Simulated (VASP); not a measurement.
## Ru: relaxation of cell and atoms with PBE

Ru:

```xyz
1
Lattice="0.0000 1.9037 1.9037 1.9037 0.0000 1.9037 1.9037 1.9037 0.0000" Properties=species:S:1:pos:R:3 pbc="T T T"
Ru    0.0000    0.0000    0.0000
```

This isn't the form of Ru at room conditions, which is hcp.

```
Program                : VASP 6.6.1
Task                   : relaxation of cell and atoms
Functional             : PBE
Potentials or basis    : VASP PAW PBE potentials, release 64 (Ru_pv)
Cutoff                 : 600 eV
k mesh                 : 18 × 18 × 18
Occupations            : gaussian, width 0.1 eV
Spin                   : no spin polarisation
Dipole correction      : no
Further INCAR settings : ALGO = Normal; EDIFF = 1e-06; IBRION = 2; EDIFFG = -0.01; NSW = 100; ISIF = 3
```

| Quantity | Value |
| --- | --- |
| Relaxed volume | 13.82 Å³/atom |
| Relaxed cell | a = 2.694 Å, b = 2.694 Å, c = 2.694 Å, α = 60.00°, β = 60.00°, γ = 60.00° |
| Space group after relaxing (to 0.1 Å) | Fm-3m (No. 225) |
| Energy gained by relaxing | 0.0 meV/atom |
| Ionic steps | 3 |
| Pressure after relaxing | 0.0 GPa |
| Band gap on the k mesh | zero (bands 7 and 8 overlap by 3.34 eV) |

Final structure:
```
Ru
1.0
     0.00000    1.90478    1.90478
     1.90478    0.00000    1.90478
     1.90478    1.90478    0.00000
Ru
1
Direct
  0.00000 0.00000 0.00000
```

Levels at points of the mesh, in eV from the Fermi level:
| k point | band 5 | band 6 | band 7 | band 8 | band 9 | band 10 |
| --- | --- | --- | --- | --- | --- | --- |
| (0.00, 0.00, 0.00) | -2.47 | -2.47 | -2.47 | -0.09 | -0.09 | 10.60 |
| (0.50, 0.00, 0.00) | -2.59 | -2.59 | 1.05 | 1.73 | 1.73 | 9.91 |
| (0.50, 0.50, 0.00) | -5.72 | 1.69 | 2.23 | 2.23 | 3.65 | 10.60 |

Run time: 68 s on 1 thread of Intel Xeon 8259CL, on a shared host, peak memory 0.17 GiB.
